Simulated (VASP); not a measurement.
# MgZnS: single point with PBE

Crystal: MgZnS.

```
Mg Zn S
1.0
     3.64191    0.00000    0.00000
     0.00000    3.64191    0.00000
     0.00000    0.00000    8.15942
Mg Zn S
2 2 2
Direct
  0.50000 0.00000 0.82849
  0.00000 0.50000 0.17151
  0.00000 0.50000 0.53599
  0.50000 0.00000 0.46401
  0.00000 0.50000 0.84101
  0.50000 0.00000 0.15899
```

The cell was generated, and may not be a known phase.

| Property | Result |
| --- | --- |
| Program | VASP 6.6.1 |
| Task | single point |
| Functional | PBE |
| Potentials or basis | VASP PAW PBE potentials, release 64 (Mg, Zn, S) |
| Cutoff | 600 eV |
| k mesh | 8 × 8 × 4 |
| Occupations | gaussian, width 0.1 eV |
| Spin | no spin polarisation |

The pressure is -0.1 GPa and the largest force is 0.027 eV/Å. The band gap on the k mesh is zero (bands 20 and 21 overlap by 2.40 eV).

Forces on the atoms (eV/Å):
```
Mg   0.000  0.000 -0.004
Mg   0.000  0.000  0.004
Zn   0.000  0.000 -0.018
Zn   0.000  0.000  0.018
S    0.000  0.000  0.027
S    0.000  0.000 -0.027
```

Stress tensor (GPa, compression positive):
```
-0.16  0.00  0.00
 0.00 -0.16  0.00
 0.00  0.00 -0.04
```

Levels at points of the mesh, in eV from the Fermi level:
```tsv
k point	band 18	band 19	band 20	band 21	band 22	band 23
(0.00, 0.00, 0.00)	-2.66	-2.66	1.07	1.69	1.96	2.83
(0.50, 0.00, 0.00)	-2.76	-2.24	-2.24	1.75	1.75	3.80
(0.50, 0.50, 0.00)	-4.25	-1.45	-1.45	-1.33	-1.33	2.48
(0.00, 0.00, 0.50)	-2.75	-2.19	-0.22	1.21	2.88	3.19
(0.50, 0.00, 0.50)	-3.28	-2.76	-2.76	2.95	2.95	3.49
(0.50, 0.50, 0.50)	-4.27	-0.93	-0.93	-0.87	-0.87	0.77
```

It took 97 s on 1 thread of Intel(R) Xeon(R) 6975P-C (Granite Rapids) (shared host), peak memory 0.34 GiB.
